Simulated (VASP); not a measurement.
# Rb (Im-3m) in VASP: further runs, part 2 of 2

VASP 6.6.1. Earlier steps stand in the parts before.

### Step 4. Single point, LDA

INCAR

```
SYSTEM = Rb
  PREC = Accurate
  ENCUT = 520
  EDIFF = 1E-7
  ISMEAR = -1
  SIGMA = 0.6
  LREAL = .FALSE.
  LASPH = .TRUE.
  NELM = 100
  ALGO = Normal
  ISIF = 2
  LWAVE = .FALSE.
  LCHARG = .FALSE.
  GGA = CA
  NBANDS = 10
```

KPOINTS

```
regular mesh
0
G
  8 8 8
  0 0 0
```

POSCAR

```
Rb
1.0
   -2.6859640533      2.6859640533      2.6859640533
    2.6859640533     -2.6859640533      2.6859640533
    2.6859640533      2.6859640533     -2.6859640533
Rb
1
Direct
    0.0000000000      0.0000000000      0.0000000000
```

Started as:

```sh
> cat potpaw_LDA.64/Rb_sv/POTCAR > POTCAR
> mpirun -np 1 vasp_std > vasp.out
```

Wall time 11 s (1 thread of Intel Xeon 6975P-C, shared host); peak memory 0.17 GiB.

Results (log left out):

| Quantity | Value |
| --- | --- |
| Free energy | -1.5491 eV |
| Pressure | 0.2 GPa |

Levels at points of the mesh, in eV from the Fermi level:
| k point | band 1 | band 2 | band 3 | band 4 | band 5 | band 6 | band 7 | band 8 |
| --- | --- | --- | --- | --- | --- | --- | --- | --- |
| (0.00, 0.00, 0.00) | -28.41 | -12.49 | -12.49 | -12.49 | -1.92 | 4.02 | 4.02 | 4.02 |
| (0.50, 0.00, 0.00) | -28.40 | -12.66 | -12.54 | -12.49 | 0.45 | 1.26 | 2.84 | 4.79 |
| (0.50, 0.50, 0.50) | -28.39 | -12.61 | -12.61 | -12.61 | 1.44 | 1.44 | 3.98 | 3.98 |

### Step 5. Single point, LDA

INCAR

```
ALGO = Normal ; EDIFF = 1E-6
ENCUT = 520 ; GGA = CA
ISIF = 2 ; ISMEAR = -1
LASPH = T ; LCHARG = F
LREAL = F ; LWAVE = F
NBANDS = 10 ; NELM = 80
PREC = Accurate ; SIGMA = 1.0
```

KPOINTS

```
k-points
0
Gamma
  8 8 8
```

POSCAR is that of step 4.

Potentials or basis: VASP PAW LDA potentials, release 64 (Rb_sv).

Started as:

```sh
> cat potpaw_LDA.64/Rb_sv/POTCAR > POTCAR
> mpirun -np 1 vasp_std > vasp.out
```

OUTCAR:

```text
EDIFF = 1E-6
   ENCUT = 520
   GGA = CA
   ISIF = 2
   ISMEAR = -1
   LASPH = T
   LREAL = F
   NELM = 80
   PREC = Accurate

 ion  position               nearest neighbor table
   1  0.000  0.000  0.000-

  LATTYP: Found a body centered cubic cell.
 ALAT       =     5.3719281066

  Lattice vectors:

 A1 = (  -2.6859640533,   2.6859640533,   2.6859640533)
 A2 = (   2.6859640533,  -2.6859640533,   2.6859640533)
 A3 = (   2.6859640533,   2.6859640533,  -2.6859640533)

Analysis of symmetry for initial positions (statically):
=====================================================================
 Subroutine PRICEL returns:
 Original cell was already a primitive cell.

 Routine SETGRP: Setting up the symmetry group for a
 body centered cubic supercell.

 Subroutine GETGRP returns: Found 48 space group operations
 (whereof 48 operations were pure point group operations)
 out of a pool of 48 trial point group operations.

The static configuration has the point symmetry O_h .

Analysis of symmetry for dynamics (positions and initial velocities):
=====================================================================
 Subroutine PRICEL returns:
 Original cell was already a primitive cell.

 Routine SETGRP: Setting up the symmetry group for a
 body centered cubic supercell.

 Subroutine GETGRP returns: Found 48 space group operations
 (whereof 48 operations were pure point group operations)
 out of a pool of 48 trial point group operations.

The dynamic configuration has the point symmetry O_h .

 Subroutine INISYM returns: Found 48 space group operations
 (whereof 48 operations are pure point group operations),
 and found     1 'primitive' translations

----------------------------------------------------------------------------------------

                                     Primitive cell

  volume of cell :      77.5105

  direct lattice vectors                    reciprocal lattice vectors
[... 103 lines left out ...]
   IMIX   =      4    mixing-type and parameters
     AMIX     =   0.40;   BMIX     =  1.00
     AMIX_MAG =   1.60;   BMIX_MAG =  1.00
  volume/ion in A,a.u.               =      77.51       523.07
  Fermi-wavevector in a.u.,A,eV,Ry     =   0.798673  1.509272  8.678857  0.637878
  Thomas-Fermi vector in A             =   1.905629
   LORBIT       =      0    0 simple, 1 ext, 2 COOP (PROOUT), +10 PAW based schemes
   GGA     = CA    functional components
   LHFCALC =     F    Hartree Fock is set to
   AEXX    =    0.0000 exact exchange contribution
   IVDW    =     0    specifies the selected vdW correction
   LEPSILON=     F    determine dielectric tensor
   LRPA    =     F    only Hartree local field effects (RPA)
 non-spin polarized calculation
  energy-cutoff  :      520.00
  volume of cell :       77.51
 maximum number of plane-waves:      2112
   NGX = 17   NGY = 17   NGZ = 17

 number of electron       9.0000000 magnetization

 Free energy of the ion-electron system (eV)
  ---------------------------------------------------
  ext. energy  EPLUGINS =         0.00000000
  ---------------------------------------------------
  free energy    TOTEN  =        -2.32027892 eV

  energy without entropy =       -0.07893494  energy(sigma->0) =       -1.19960693

 E-fermi :  -0.5900     XC(G=0):  -6.0827

 val. band max:       -0.6500225455   @ k =   0.2500   0.1250   0.0000
 cond. band min:      -0.4602059057   @ k =  -0.2500   0.2500   0.2500
 fundamental gap:      0.1898166398
 Fermi energy:        -0.5900018016

 k-point     1 :       0.0000    0.0000    0.0000
  band No.  band energies     occupation
      1     -28.4737      2.00000
      2     -12.5591      1.99999
      3     -12.5591      1.99999
      4     -12.5591      1.99999
      5      -2.0224      1.61454
      6       3.9187      0.02179
      7       3.9187      0.02179
      8       3.9187      0.02179
      9       5.0145      0.00734
     10       5.0145      0.00734
[... 287 lines left out ...]
 k-point    24 :      -0.3750    0.3750    0.2500
  band No.  band energies     occupation
      1     -28.4619      2.00000
      2     -12.6871      1.99999
      3     -12.6390      1.99999
      4     -12.6226      1.99999
      5       0.3212      0.57349
      6       1.8674      0.15780
      7       3.2833      0.04073
      8       3.3029      0.03996
      9       4.4586      0.01276
     10       5.6370      0.00394

 [... further k-points ...]
[... 5 lines left out ...]
  --------------------------------------------------------------------------------------
  -------------------------------------------------------------------------------------
  Total        0.2845793      0.2845793      0.2845793     -0.0000000      0.0000000     -0.0000000
  in kB        5.8823837      5.8823837      5.8823837     -0.0000000      0.0000000     -0.0000000
  external PRESSURE =       5.8823837 kB  Pullay stress =       0.0000000 kB

 VOLUME and BASIS-vectors are now :
 -----------------------------------------------------------------------------
  energy-cutoff  :      520.00
  volume of cell :       77.51
      direct lattice vectors                 reciprocal lattice vectors
    -2.685964053  2.685964053  2.685964053     0.000000000  0.186152901  0.186152901
     2.685964053 -2.685964053  2.685964053     0.186152901  0.000000000  0.186152901
     2.685964053  2.685964053 -2.685964053     0.186152901  0.186152901  0.000000000

 POSITION                                       TOTAL-FORCE (eV/Angst)
 -----------------------------------------------------------------------------------
      0.00000      0.00000      0.00000        -0.000000      0.000000      0.000000
 -----------------------------------------------------------------------------------
    total drift:                               -0.000000      0.000000      0.000000

  FREE ENERGIE OF THE ION-ELECTRON SYSTEM (eV)
  ---------------------------------------------------
  free  energy   TOTEN  =        -2.3202789248 eV

  energy  without entropy=       -0.0789349375  energy(sigma->0) =       -1.19960693
```

OSZICAR:

```text
N       E                     dE             d eps       ncg     rms          rms(c)
DAV:   1     0.386035525690E+02    0.38604E+02   -0.33936E+03   580   0.670E+02
DAV:   2     0.469295451985E-01   -0.38557E+02   -0.37304E+02   646   0.125E+02
DAV:   3    -0.223741425805E+01   -0.22843E+01   -0.22730E+01   780   0.302E+01
DAV:   4    -0.231862552372E+01   -0.81211E-01   -0.80990E-01   784   0.491E+00
DAV:   5    -0.232044868095E+01   -0.18232E-02   -0.18217E-02   792   0.547E-01    0.182E+00
DAV:   6    -0.232009092926E+01    0.35775E-03   -0.18345E-03   788   0.284E-01    0.105E+00
DAV:   7    -0.232024720826E+01   -0.15628E-03   -0.21773E-03   784   0.317E-01    0.445E-02
DAV:   8    -0.232027257253E+01   -0.25364E-04   -0.10347E-04   672   0.676E-02    0.597E-03
DAV:   9    -0.232027721991E+01   -0.46474E-05   -0.19546E-05   798   0.132E-02    0.447E-03
DAV:  10    -0.232027824486E+01   -0.10250E-05   -0.10422E-05   618   0.742E-03    0.182E-03
DAV:  11    -0.232027892482E+01   -0.67996E-06   -0.67722E-06   332   0.188E-03
   1 F= -.23202789E+01 E0= -.11996069E+01  d E =-.224134E+01
```

stdout:

```text
POSCAR found type information on POSCAR Rb
 POSCAR found :  1 types and       1 ions
 scaLAPACK will be used
 LDA part: xc-table for (Slater(with rela. corr.)+CA(PZ))
 , standard interpolation
 POSCAR, INCAR and KPOINTS ok, starting setup
 FFT: planning ... GRIDC
 FFT: planning ... GRID_SOFT
 FFT: planning ... GRID
 WAVECAR not read
 entering main loop
```

Wall time 13 s (1 thread of Intel Xeon 6975P-C, shared host); peak memory 0.17 GiB.

Results:

```
Free energy : -2.3203 eV
Pressure    : 0.6 GPa
```

### Step 6. Single point, LDA

INCAR

```
PREC = Accurate
ENCUT = 520
EDIFF = 1E-7
ISMEAR = 0
SIGMA = 0.01
LREAL = F
LASPH = T
NELM = 60
ALGO = Normal
ISIF = 2
LWAVE = F
LCHARG = F
GGA = CA
NBANDS = 10
```

KPOINTS

```
Automatic mesh
0
Gamma
  8 8 8
```

POSCAR is that of step 5.

Potentials or basis: VASP PAW LDA potentials, release 64 (Rb_sv).

Started as:

```sh
> cat potpaw_LDA.64/Rb_sv/POTCAR > POTCAR
> mpirun -np 1 vasp_std > vasp.out
```

It took 13 s on 1 thread of Intel Xeon 6975P-C, shared host; peak memory 0.17 GiB.

It converged, with:

- Free energy: -1.0513 eV
- Pressure: 0.0 GPa

Levels at points of the mesh, in eV from the Fermi level:
| k point | band 1 | band 2 | band 3 | band 4 | band 5 | band 6 | band 7 | band 8 |
| --- | --- | --- | --- | --- | --- | --- | --- | --- |
| (0.00, 0.00, 0.00) | -28.77 | -12.85 | -12.85 | -12.85 | -2.26 | 3.66 | 3.66 | 3.66 |
| (0.50, 0.00, 0.00) | -28.76 | -13.02 | -12.91 | -12.85 | 0.10 | 0.92 | 2.48 | 4.44 |
| (0.50, 0.50, 0.50) | -28.76 | -12.97 | -12.97 | -12.97 | 1.09 | 1.09 | 3.63 | 3.63 |

### Step 7. Overview

| smearing | gap on the mesh (eV) | pressure (GPa) |
| --- | --- | --- |
| fermi-dirac 0.2 eV | none | 0.0 |
| fermi-dirac 0.3 eV | none | 0.1 |
| fermi-dirac 0.6 eV | none | 0.2 |
| fermi-dirac 1 eV | none | 0.6 |
| gaussian 0.01 eV | none | 0.0 |

Alike in all rows: task single point; level LDA; potentials or basis VASP PAW LDA potentials, release 64 (Rb_sv); no spin polarisation; cell as given; k mesh 8 × 8 × 8; cutoff (eV) 520.

Every run on the cell as given and a fine mesh finds a metal.

Total energies depend on the potentials used, so only differences within one code and one set of settings carry meaning.
